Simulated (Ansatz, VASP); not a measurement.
# Ge3W2: VASP beside Ansatz

```
CELL_PARAMETERS angstrom
3.55922 0.00000 0.00000
0.00000 3.55922 0.00000
0.00000 0.00000 7.32673
ATOMIC_POSITIONS crystal
Ge 0.50000 0.00000 0.96876
Ge 0.00000 0.50000 0.96876
Ge 0.00000 0.00000 0.37336
W 0.00000 0.00000 0.71734
W 0.50000 0.50000 0.24177
```

Change from the starting cell: species swapped into the Cu3Te2 type (P4mm, No. 99).

Alike in both runs: task relaxation of cell and atoms; functional PBE; k mesh 6 × 6 × 4; occupations gaussian, width 0.1 eV; no spin polarisation.

|  | VASP | Ansatz |
| --- | --- | --- |
| version | VASP 6.6.1 | Ansatz 0.2.0 |
| potentials or method | VASP PAW PBE potentials, release 64 (Ge_d, W_sv), cutoff 600 eV | scalar-relativistic, plane waves, PAW |
| valence electrons in the cell | 70 | 70 |

VASP gave:

- gap on the k mesh at the Fermi level, each at its own relaxed structure (eV): none
- relaxed volume (Å³/atom): 18.56
- relaxed cell length with the largest relative difference (Å): 3.557

Task: What did Ansatz give for the same quantities?

Result: gap on the k mesh at the Fermi level, each at its own relaxed structure (eV): none; relaxed volume (Å³/atom): 18.54; relaxed cell length with the largest relative difference (Å): 3.555.

A gap of «none» marks a metal or a gap that the smearing closes.

Spin-orbit coupling is off throughout.
